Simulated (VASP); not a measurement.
A run of VASP 6.6.1 is set up as follows.

File INCAR:

```
PREC = Accurate
ENCUT = 520
EDIFF = 1E-6
ISMEAR = -1
SIGMA = 0.1
LREAL = False
LASPH = True
NELM = 80
ALGO = Normal
ISIF = 2
LWAVE = False
LCHARG = False
GGA = PE
NBANDS = 14
```

KPOINTS

```
regular mesh
0
Gamma
  8 8 8
```

Contents of POSCAR:

```
HfN
1.0
    0.0000000000      2.2650000000      2.2650000000
    2.2650000000      0.0000000000      2.2650000000
    2.2650000000      2.2650000000      0.0000000000
Hf N
1 1
Direct
   -0.0044150110      0.0044150110      0.0044150110
    0.5000000000      0.5000000000      0.5000000000
```

Potentials or basis: VASP PAW PBE potentials, release 64 (Hf_pv, N).

Command:

```console
$ cat potpaw_PBE.64/Hf_pv/POTCAR potpaw_PBE.64/N/POTCAR > POTCAR
$ mpirun -np 1 vasp_std > vasp.out
```

Problem. Predict the pressure.

Solution. 1.1 GPa.

Problem. Estimate the largest force.

Solution. 0.228 eV/Å.

Stress tensor (GPa, compression positive):
```
1.23 0.00 0.00
0.00 1.09 0.00
0.00 0.00 1.09
```
